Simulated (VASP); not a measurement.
# ZnS (P6_3mc) in VASP: further runs

Runs on ZnS. Level: r2SCAN. Tasks: single point.

Everything below comes from runs of VASP 6.6.1. Logs are shortened: lines on timing, memory, paths and dates and some standing lists are left out, and cuts for length are marked.

## 1. The cell of the first run

It takes space group P6_3mc (No. 186, hexagonal). The conventional cell has a = 3.731 Å, b = 3.731 Å, c = 6.246 Å, α = 90.00°, β = 90.00°, γ = 120.00°. Within 3.0 Å of Zn (site symmetry 3m) lie 4 S at 2.29 to 2.34 Å. Within 3.0 Å of S (site symmetry 3m) lie 4 Zn at 2.29 to 2.34 Å.

## 2. Single point, r2SCAN (strain -0.0200 x Voigt [1, 1, 0, 0, 0, 0])

Contents of POSCAR:

```
ZnS
1.0
    3.7305873134      0.0000000000      0.0000000000
   -1.8652936567      3.2307833844      0.0000000000
    0.0000000000      0.0000000000      6.2457351519
Zn S
2 2
Direct
    0.3333333333      0.6666666667      0.0053880718
    0.6666666667      0.3333333333      0.5053880718
    0.3333333333      0.6666666667      0.3796119282
    0.6666666667      0.3333333333      0.8796119282
```

Contents of INCAR.step1:

```
  ALGO = Normal
  EDIFF = 1E-4
  ENCUT = 520
  GGA = PE
  ISMEAR = 0
  LASPH = T
  LCHARG = F
  LREAL = F
  LWAVE = T
  NBANDS = 26
  NELM = 80
  PREC = Accurate
  SIGMA = 0.05
```

Contents of INCAR.step2:

```
  ALGO = Normal
  EDIFF = 1E-6
  ENCUT = 520
  ISIF = 2
  ISMEAR = 0
  ISTART = 1
  LASPH = T
  LCHARG = F
  LMIXTAU = T
  LREAL = F
  LWAVE = F
  METAGGA = R2SCAN
  NBANDS = 26
  NELM = 80
  PREC = Accurate
  SIGMA = 0.05
```

Contents of KPOINTS:

```
k-points
0
Gamma
  6 6 4
```

Potentials or basis: VASP PAW PBE potentials, release 64 (Zn, S).

Command:

```bash
$ cat potpaw_PBE.64/Zn/POTCAR potpaw_PBE.64/S/POTCAR > POTCAR
$ cp INCAR.step1 INCAR
$ mpirun -np 1 vasp_std > vasp.out
$ cp INCAR.step2 INCAR
$ mpirun -np 1 vasp_std > vasp.out
```

OUTCAR:

```text
EDIFF = 1E-6
   ENCUT = 520
   ISIF = 2
   ISMEAR = 0
   ISTART = 1
   LASPH = T
   LREAL = F
   METAGGA = R2SCAN
   NELM = 80
   PREC = Accurate

 ion  position               nearest neighbor table
   1  0.333  0.667  0.005-   4 2.29   4 2.29   4 2.29   3 2.34
   2  0.667  0.333  0.505-   3 2.29   3 2.29   3 2.29   4 2.34
   3  0.333  0.667  0.380-   2 2.29   2 2.29   2 2.29   1 2.34
   4  0.667  0.333  0.880-   1 2.29   1 2.29   1 2.29   2 2.34

  LATTYP: Found a hexagonal cell.
 ALAT       =     3.7305873134
 C/A-ratio  =     1.6741962129

  Lattice vectors:

 A1 = (   3.7305873134,   0.0000000000,   0.0000000000)
 A2 = (  -1.8652936567,   3.2307833844,   0.0000000000)
 A3 = (   0.0000000000,   0.0000000000,   6.2457351519)

Analysis of symmetry for initial positions (statically):
=====================================================================
 Subroutine PRICEL returns:
 Original cell was already a primitive cell.

 Routine SETGRP: Setting up the symmetry group for a
 hexagonal supercell.

 Subroutine GETGRP returns: Found 12 space group operations
 (whereof  6 operations were pure point group operations)
 out of a pool of 24 trial point group operations.

The static configuration has the point symmetry C_3v.
 The point group associated with its full space group is C_6v.

Analysis of symmetry for dynamics (positions and initial velocities):
=====================================================================
 Subroutine PRICEL returns:
 Original cell was already a primitive cell.

 Routine SETGRP: Setting up the symmetry group for a
 hexagonal supercell.

 Subroutine GETGRP returns: Found 12 space group operations
 (whereof  6 operations were pure point group operations)
 out of a pool of 24 trial point group operations.

The dynamic configuration has the point symmetry C_3v.
 The point group associated with its full space group is C_6v.

 Subroutine INISYM returns: Found 12 space group operations
 (whereof  6 operations are pure point group operations),
 and found     1 'primitive' translations

----------------------------------------------------------------------------------------

                                     Primitive cell

  volume of cell :      75.2781

  direct lattice vectors                    reciprocal lattice vectors
     3.730587313  0.000000000  0.000000000     0.268054308  0.154761227  0.000000000
    -1.865293657  3.230783384  0.000000000     0.000000000  0.309522454  0.000000000
     0.000000000  0.000000000  6.245735152     0.000000000  0.000000000  0.160109255

  length of vectors
     3.730587313  3.730587313  6.245735152     0.309522454  0.309522454  0.160109255

  position of ions in fractional coordinates (direct lattice)
     0.333333333  0.666666667  0.005388072
     0.666666667  0.333333333  0.505388072
     0.333333333  0.666666667  0.379611928
     0.666666667  0.333333333  0.879611928

  ion indices of the primitive-cell ions
   primitive index   ion index
                 1           1
                 2           2
                 3           3
                 4           4

----------------------------------------------------------------------------------------

 KPOINTS: k-points

Automatic generation of k-mesh.
 Grid dimensions read from file:
 generate k-points for:    6    6    4

 Generating k-lattice:

  Cartesian coordinates                     Fractional coordinates (reciprocal lattice)
     0.044675718  0.025793538  0.000000000     0.166666667  0.000000000  0.000000000
     0.000000000  0.051587076  0.000000000     0.000000000  0.166666667  0.000000000
     0.000000000  0.000000000  0.040027314     0.000000000  0.000000000  0.250000000

  Length of vectors
     0.051587076  0.051587076  0.040027314

  Shift w.r.t. Gamma in fractional coordinates (k-lattice)
     0.000000000  0.000000000  0.000000000

 Subroutine IBZKPT returns following result:
 ===========================================

 Found     21 irreducible k-points:

 Following reciprocal coordinates:
            Coordinates               Weight
  0.000000  0.000000  0.000000      1.000000
  0.166667  0.000000  0.000000      6.000000
  0.333333  0.000000  0.000000      6.000000
  0.500000  0.000000  0.000000      3.000000
  0.166667  0.166667  0.000000      6.000000
  0.333333  0.166667  0.000000     12.000000
[... 13 lines left out ...]
  0.333333  0.166667  0.500000     12.000000
  0.333333  0.333333  0.500000      2.000000
   k-points           NKPTS =     21   k-points in BZ     NKDIM =     21   number of bands    NBANDS=     26
   number of dos      NEDOS =    301   number of ions     NIONS =      4
   total plane-waves  NPLWV =  37632
   dimension x,y,z NGX =    28 NGY =   28 NGZ =   48
   dimension x,y,z NGXF=    56 NGYF=   56 NGZF=   96
   ions per type =               2   2
   NGX,Y,Z   is equivalent  to a cutoff of  12.48, 12.48, 12.78 a.u.
   NGXF,Y,Z  is equivalent  to a cutoff of  24.96, 24.96, 25.55 a.u.
 SYSTEM =  unknown system
   PREC   = accura    normal or accurate (medium, high low for compatibility)
   ISTART =      1    job   : 0-new  1-cont  2-samecut
   ICHARG =      0    charge: 1-file 2-atom 10-const
   ISPIN  =      1    spin polarized calculation?
   LNONCOLLINEAR =      F non collinear calculations
   LSORBIT =      F    spin-orbit coupling
   LASPH  =      T    aspherical Exc in radial PAW
   ENCUT  =  520.0 eV  38.22 Ry    6.18 a.u.   6.94  6.94 11.61*2*pi/ulx,y,z
   NELM   =     80;   NELMIN=  2; NELMDL=  0     # of ELM steps
   EDIFF  = 0.1E-05   stopping-criterion for ELM
   LREAL  =      F    real-space projection
   EDIFFG = 0.1E-04   stopping-criterion for IOM
   NSW    =      0    number of steps for IOM
   IBRION =     -1    ionic relax: 0-MD 1-quasi-New 2-CG
   NFREE  =      0    steps in history (QN), initial steepest desc. (CG)
   ISIF   =      2    stress and relaxation
   ISYM   =      2    0-nonsym 1-usesym 2-fastsym
   POTIM  = 0.5000    time-step for ionic-motion
   TEBEG  =    0.0;   TEEND  =   0.0 temperature during run
   PSTRESS=    0.0 pullay stress
   NELECT =      36.0000    total number of electrons
   NUPDOWN=      -1.0000    fix difference up-down
   EMIN   =  10.00;   EMAX   =-10.00  energy-range for DOS
   EFERMI =   0.00;   METHOD = LEGACY
   ISMEAR =     0;   SIGMA  =   0.05  broadening in eV -4-tet -1-fermi 0-gaus
   EFERMI_NEDOS =   21; number of points for ismear=-14 and -15
   IALGO  =     38    algorithm
   IMIX   =      4    mixing-type and parameters
     AMIX     =   0.40;   BMIX     =  1.00
     AMIX_MAG =   1.60;   BMIX_MAG =  1.00
  volume/ion in A,a.u.               =      18.82       127.00
  Fermi-wavevector in a.u.,A,eV,Ry     =   1.280224  2.419273 22.299605  1.638975
  Thomas-Fermi vector in A             =   2.412665
   LORBIT       =      0    0 simple, 1 ext, 2 COOP (PROOUT), +10 PAW based schemes
   METAGGA = R2SCAN    functional components
   LHFCALC =     F    Hartree Fock is set to
   AEXX    =    0.0000 exact exchange contribution
   IVDW    =     0    specifies the selected vdW correction
   LEPSILON=     F    determine dielectric tensor
   LRPA    =     F    only Hartree local field effects (RPA)
 non-spin polarized calculation
 Gauss-broadening in eV      SIGMA  =   0.05
  energy-cutoff  :      520.00
  volume of cell :       75.28
 maximum number of plane-waves:      2046
 NGX is ok and might be reduce to    28
   NGX = 13   NGY = 13   NGZ = 23

 number of electron      36.0000014 magnetization

 Free energy of the ion-electron system (eV)
  ---------------------------------------------------
  ext. energy  EPLUGINS =         0.00000000
  ---------------------------------------------------
  free energy    TOTEN  =       -37.67828031 eV

  energy without entropy =      -37.67828031  energy(sigma->0) =      -37.67828031

 E-fermi :   2.5501     XC(G=0): -10.5187

 val. band max:        2.3368818298   @ k =   0.0000   0.0000   0.0000
 cond. band min:       5.2563086806   @ k =   0.0000   0.0000   0.0000
 fundamental gap:      2.9194268508
 Fermi energy:         2.5501295124

 k-point     1 :       0.0000    0.0000    0.0000
  band No.  band energies     occupation
      1     -11.7470      2.00000
      2     -10.7601      2.00000
      3      -4.3946      2.00000
      4      -4.3945      2.00000
      5      -4.3936      2.00000
      6      -4.3031      2.00000
[... 18 lines left out ...]
     25      10.5861      0.00000
     26      12.2517      0.00000

 k-point     2 :       0.1667    0.0000    0.0000
  band No.  band energies     occupation
      1     -11.5407      2.00000
      2     -10.6398      2.00000
      3      -4.4111      2.00000
      4      -4.3536      2.00000
      5      -4.3532      2.00000
      6      -4.2754      2.00000
[... 18 lines left out ...]
     25      11.0837      0.00000
     26      11.4863      0.00000

 k-point     3 :       0.3333    0.0000    0.0000
  band No.  band energies     occupation
      1     -11.0446      2.00000
      2     -10.4168      2.00000
      3      -4.4039      2.00000
      4      -4.2968      2.00000
      5      -4.2866      2.00000
      6      -4.1222      2.00000
[... 18 lines left out ...]
     25      11.5266      0.00000
     26      13.0038      0.00000

 k-point     4 :       0.5000    0.0000    0.0000
  band No.  band energies     occupation
      1     -10.7021      2.00000
      2     -10.3589      2.00000
      3      -4.3785      2.00000
      4      -4.2640      2.00000
      5      -4.1489      2.00000
      6      -4.0853      2.00000
[... 18 lines left out ...]
     25      11.9455      0.00000
     26      14.6904      0.00000
[... 409 lines left out ...]
      1     -10.8424      2.00000
      2     -10.8424      2.00000
      3      -4.3800      2.00000
      4      -4.3800      2.00000
      5      -4.2477      2.00000
      6      -4.2477      2.00000
[... 18 lines left out ...]
     25      11.3257      0.00000
     26      11.3257      0.00000

 k-point    20 :       0.3333    0.1667    0.5000
  band No.  band energies     occupation
      1     -10.5279      2.00000
      2     -10.5279      2.00000
      3      -4.3242      2.00000
      4      -4.3242      2.00000
      5      -4.1694      2.00000
      6      -4.1694      2.00000
[... 18 lines left out ...]
     25      12.2281      0.00000
     26      12.2281      0.00000

 k-point    21 :       0.3333    0.3333    0.5000
  band No.  band energies     occupation
      1     -10.4196      2.00000
      2     -10.4196      2.00000
      3      -4.2192      2.00000
      4      -4.2192      2.00000
      5      -4.2136      2.00000
      6      -4.2136      2.00000
[... 18 lines left out ...]
     25      12.6298      0.00000
     26      12.6298      0.00000

------------------------ aborting loop because EDIFF is reached ----------------------------------------

  FORCE on cell =-STRESS in cart. coord.  units (eV):
  Direction    XX          YY          ZZ          XY          YZ          ZX
  --------------------------------------------------------------------------------------
  -------------------------------------------------------------------------------------
  Total        2.1851417      2.1851417      0.5981625      0.0000000      0.0000000      0.0000000
  in kB       46.5073475     46.5073475     12.7309591      0.0000000      0.0000000      0.0000000
  external PRESSURE =      35.2485514 kB  Pullay stress =       0.0000000 kB

 VOLUME and BASIS-vectors are now :
 -----------------------------------------------------------------------------
  energy-cutoff  :      520.00
  volume of cell :       75.28
      direct lattice vectors                 reciprocal lattice vectors
     3.730587313  0.000000000  0.000000000     0.268054308  0.154761227  0.000000000
    -1.865293657  3.230783384  0.000000000     0.000000000  0.309522454  0.000000000
     0.000000000  0.000000000  6.245735152     0.000000000  0.000000000  0.160109255

 POSITION                                       TOTAL-FORCE (eV/Angst)
 -----------------------------------------------------------------------------------
     -0.00000      2.15386      0.03365        -0.000000      0.000000      0.167454
      1.86529      1.07693      3.15652         0.000000     -0.000000      0.167454
     -0.00000      2.15386      2.37096         0.000000     -0.000000     -0.167454
      1.86529      1.07693      5.49382        -0.000000      0.000000     -0.167454
 -----------------------------------------------------------------------------------
    total drift:                               -0.000001     -0.000001      0.009859

  FREE ENERGIE OF THE ION-ELECTRON SYSTEM (eV)
  ---------------------------------------------------
  free  energy   TOTEN  =       -37.6782803087 eV

  energy  without entropy=      -37.6782803087  energy(sigma->0) =      -37.67828031
```

Wall time 74 s (1 thread of Intel Xeon 6975P-C (Granite Rapids), shared host); peak memory 0.21 GiB.

Results:

```
Free energy            : -37.6783 eV
Pressure               : 3.5 GPa
Largest force          : 0.167 eV/Å
Band gap on the k mesh : 2.92 eV
```

Forces on the atoms (eV/Å):
```
Zn   0.000  0.000  0.167
Zn   0.000  0.000  0.167
S    0.000  0.000 -0.167
S    0.000  0.000 -0.167
```

Caveat: the cell differs from its parent crystal (strain -0.0200 x Voigt [1, 1, 0, 0, 0, 0]); the cell stands under pressure; the PAW data sets were made with another functional, which shifts forces and pressure a little.

## 3. Single point, r2SCAN (strain -0.0150 x Voigt [1, 1, 0, 0, 0, 0])

Edit POSCAR of step 2 so:

```diff
@@ -2,4 +2,4 @@
 1.0
-    3.7305873134      0.0000000000      0.0000000000
-   -1.8652936567      3.2307833844      0.0000000000
+    3.7496209221      0.0000000000      0.0000000000
+   -1.8748104611      3.2472669731      0.0000000000
     0.0000000000      0.0000000000      6.2457351519
```

Contents of INCAR.step1:

```
SYSTEM = ZnS
  ALGO = Normal
  EDIFF = 1E-4
  ENCUT = 520
  GGA = PE
  ISMEAR = 0
  LASPH = .TRUE.
  LCHARG = .FALSE.
  LREAL = .FALSE.
  LWAVE = .TRUE.
  NBANDS = 26
  NELM = 80
  PREC = Accurate
  SIGMA = 0.05
```

Contents of INCAR.step2:

```
SYSTEM = ZnS
  ALGO = Normal
  EDIFF = 1E-7
  ENCUT = 520
  ISIF = 2
  ISMEAR = 0
  ISTART = 1
  LASPH = .TRUE.
  LCHARG = .FALSE.
  LMIXTAU = .TRUE.
  LREAL = .FALSE.
  LWAVE = .FALSE.
  METAGGA = R2SCAN
  NBANDS = 26
  NELM = 80
  PREC = Accurate
  SIGMA = 0.05
```

Contents of KPOINTS:

```
k-points
0
G
  6 6 4
  0 0 0
```

Potentials or basis: VASP PAW PBE potentials, release 64 (Zn, S).

Command:

```bash
$ cat potpaw_PBE.64/Zn/POTCAR potpaw_PBE.64/S/POTCAR > POTCAR
$ cp INCAR.step1 INCAR
$ mpirun -np 1 vasp_std > vasp.out
$ cp INCAR.step2 INCAR
$ mpirun -np 1 vasp_std > vasp.out
```

Run time: 66 s. Hardware: 1 thread of Intel Xeon 6975P-C (Granite Rapids), shared host; peak memory 0.21 GiB.

Results (log left out):

- Free energy: -37.6975 eV
- Pressure: 2.6 GPa
- Largest force: 0.120 eV/Å
- Band gap on the k mesh: 2.89 eV

Forces on the atoms (eV/Å):
```
Zn   0.000  0.000  0.120
Zn   0.000  0.000  0.120
S    0.000  0.000 -0.120
S    0.000  0.000 -0.120
```

Stress tensor (GPa, compression positive):
```
3.41 0.00 0.00
0.00 3.41 0.00
0.00 0.00 0.93
```

Levels at points of the mesh, in eV from the valence-band top:
```csv
k point,band 14,band 15,band 16,band 17,band 18,band 19,band 20,band 21,band 22,band 23
"(0.00, 0.00, 0.00)",-0.92,-0.92,-0.15,0.00,0.00,2.89,3.77,6.82,6.82,6.88
"(0.50, 0.00, 0.00)",-4.37,-3.51,-2.39,-1.84,-0.99,4.06,4.80,5.35,7.38,7.95
"(0.00, 0.00, 0.50)",-3.04,-0.48,-0.48,-0.48,-0.48,4.25,4.25,7.29,7.29,7.29
"(0.50, 0.00, 0.50)",-5.13,-1.82,-1.82,-1.74,-1.74,3.92,3.92,5.58,5.58,9.41
```

Caveat: the cell differs from its parent crystal (strain -0.0150 x Voigt [1, 1, 0, 0, 0, 0]); the PAW data sets were made with another functional, which shifts forces and pressure a little.

(Part 1 of 2 ends here.)
